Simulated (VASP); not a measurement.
# SiO2 (P4_2/mnm) in VASP: further runs, part 2 of 2

VASP 6.6.1.

## (3) Relaxation of cell and atoms, PBE

This run uses another cell than the first one, of 7.75 Å³/atom.

File INCAR:

```
PREC = Accurate
ENCUT = 600
EDIFF = 1E-6
ISMEAR = 0
SIGMA = 0.01
LREAL = False
LASPH = True
NELM = 80
ALGO = Normal
ISIF = 3
LWAVE = False
LCHARG = False
GGA = PE
IBRION = 2
NSW = 80
EDIFFG = -0.002
```

File KPOINTS:

```
Automatic mesh
0
Gamma
  6 6 9
```

File POSCAR:

```
SiO2
1.0
    4.1773000000      0.0000000000      0.0000000000
    0.0000000000      4.1773000000      0.0000000000
    0.0000000000      0.0000000000      2.6655000000
Si O
2 4
Direct
    0.0000000000      0.0000000000      0.0000000000
    0.5000000000      0.5000000000      0.5000000000
    0.3061000000      0.3061000000      0.0000000000
    0.6939000000      0.6939000000      0.0000000000
    0.1939000000      0.8061000000      0.5000000000
    0.8061000000      0.1939000000      0.5000000000
```

Potentials or basis: VASP PAW PBE potentials, release 64 (Si, O).

Started as:

```sh
cat potpaw_PBE.64/Si/POTCAR potpaw_PBE.64/O/POTCAR > POTCAR
mpirun -np 1 vasp_std > vasp.out
```

OUTCAR:

```text
PREC = Accurate
   ENCUT = 600
   EDIFF = 1E-6
   ISMEAR = 0
   LREAL = False
   LASPH = True
   NELM = 80
   ISIF = 3
   GGA = PE
   IBRION = 2
   NSW = 80
   EDIFFG = -0.002

 ion  position               nearest neighbor table
   1  0.000  0.000  0.000-   5 1.76   6 1.76   5 1.76   6 1.76   3 1.81   4 1.81
   2  0.500  0.500  0.500-   3 1.76   4 1.76   3 1.76   4 1.76   5 1.81   6 1.81
   3  0.306  0.306  0.000-   2 1.76   2 1.76   1 1.81
   4  0.694  0.694  0.000-   2 1.76   2 1.76   1 1.81
   5  0.194  0.806  0.500-   1 1.76   1 1.76   2 1.81
   6  0.806  0.194  0.500-   1 1.76   1 1.76   2 1.81

  LATTYP: Found a simple tetragonal cell.
 ALAT       =     4.1773000000
 C/A-ratio  =     0.6380915903

  Lattice vectors:

 A1 = (   4.1773000000,   0.0000000000,   0.0000000000)
 A2 = (   0.0000000000,   4.1773000000,   0.0000000000)
 A3 = (   0.0000000000,   0.0000000000,   2.6655000000)

Analysis of symmetry for initial positions (statically):
=====================================================================
 Subroutine PRICEL returns:
 Original cell was already a primitive cell.

 Routine SETGRP: Setting up the symmetry group for a
 simple tetragonal supercell.

 Subroutine GETGRP returns: Found 16 space group operations
 (whereof  8 operations were pure point group operations)
[... 291 lines left out ...]

  energy  without entropy=      -46.3216228784  energy(sigma->0) =      -46.32162288

[... ionic steps 4 to 8 ...]

--------------------------------------- Ionic step        9  -------------------------------------------

 number of electron      32.0000007 magnetization

------------------------ aborting loop because EDIFF is reached ----------------------------------------
[... 75 lines left out ...]
--------------------------------------- Ionic step       11  -------------------------------------------

 number of electron      32.0000007 magnetization

 Free energy of the ion-electron system (eV)
  ---------------------------------------------------
  ext. energy  EPLUGINS =         0.00000000
  ---------------------------------------------------
  free energy    TOTEN  =       -46.32427467 eV

  energy without entropy =      -46.32427467  energy(sigma->0) =      -46.32427467

 E-fermi :   7.8372     XC(G=0): -12.0883

 val. band max:        7.7550538031   @ k =   0.0000   0.0000   0.0000
 cond. band min:      12.7877742836   @ k =   0.0000   0.0000   0.0000
 fundamental gap:      5.0327204805
 Fermi energy:         7.8371903788

 k-point     1 :       0.0000    0.0000    0.0000
  band No.  band energies     occupation
      1     -14.4689      2.00000
      2     -11.0027      2.00000
      3     -11.0027      2.00000
      4     -10.8278      2.00000
      5      -2.8761      2.00000
      6       1.5164      2.00000
[... 541 lines left out ...]
     19      18.1606      0.00000
     20      18.1606      0.00000

 [... further k-points ...]

------------------------ aborting loop because EDIFF is reached ----------------------------------------

  FORCE on cell =-STRESS in cart. coord.  units (eV):
  Direction    XX          YY          ZZ          XY          YZ          ZX
  --------------------------------------------------------------------------------------
  -------------------------------------------------------------------------------------
  Total        0.0024291      0.0024291      0.0036637     -0.0000000      0.0000000      0.0000000
  in kB        0.0807257      0.0807257      0.1217553     -0.0000000      0.0000000      0.0000000
  external PRESSURE =       0.0944022 kB  Pullay stress =       0.0000000 kB
[... 21 lines left out ...]
  FREE ENERGIE OF THE ION-ELECTRON SYSTEM (eV)
  ---------------------------------------------------
  free  energy   TOTEN  =       -46.3242746741 eV

  energy  without entropy=      -46.3242746741  energy(sigma->0) =      -46.32427467

 reached required accuracy - stopping structural energy minimisation
```

Run time: 4.8 min. Hardware: 1 thread of AMD EPYC 7R43 (Zen 3), shared host; peak memory 0.17 GiB.

What came out:

| Quantity | Value |
| --- | --- |
| Free energy | -46.3243 eV |
| Relaxed volume | 8.04 Å³/atom |
| Relaxed cell | a = 4.231 Å, b = 4.231 Å, c = 2.693 Å, α = 90.00°, β = 90.00°, γ = 90.00° |
| Space group after relaxing (to 0.1 Å) | P4_2/mnm (No. 136) |
| Energy gained by relaxing | 9.2 meV/atom |
| Ionic steps | 11 |
| Pressure after relaxing | 0.0 GPa |
| Band gap on the k mesh | 5.03 eV |

Step by step:
```tsv
step	energy change (eV)	largest force (eV/Å)	pressure (GPa)	volume (Å³)
1	0.0000	0.1382	11.04	46.51
2	0.0371	0.4900	-12.11	50.20
3	-0.0524	0.1594	0.12	48.06
4	-0.0524	0.1539	0.31	48.03
5	-0.0547	0.0155	0.13	48.16
6	-0.0547	0.0181	0.14	48.17
7	-0.0551	0.0040	-0.11	48.23
8	-0.0551	0.0037	-0.11	48.23
9	-0.0551	0.0031	-0.10	48.23
10	-0.0551	0.0038	0.09	48.20
11	-0.0551	0.0002	0.01	48.21
```

Final structure:
```
Si O
1.0
     4.23124    0.00000    0.00000
     0.00000    4.23124    0.00000
     0.00000    0.00000    2.69282
Si O
2 4
Cartesian
  0.0000 0.0000 0.0000
  2.1156 2.1156 1.3464
  1.2980 1.2980 0.0000
  2.9333 2.9333 0.0000
  0.8177 3.4136 1.3464
  3.4136 0.8177 1.3464
```

Levels at points of the mesh, in eV from the valence-band top:
```tsv
k point	band 12	band 13	band 14	band 15	band 16	band 17	band 18	band 19	band 20
(0.00, 0.00, 0.00)	-3.03	-2.50	-0.85	-0.85	0.00	5.03	6.59	8.27	8.27
(0.50, 0.00, 0.00)	-3.71	-2.62	-2.62	-1.04	-1.04	7.30	7.30	8.87	8.87
(0.50, 0.50, 0.00)	-3.15	-2.55	-2.55	-2.17	-2.17	7.02	7.02	9.77	9.77
```

Caveat: an odd mesh through Γ misses points on the zone boundary, where band edges can lie.
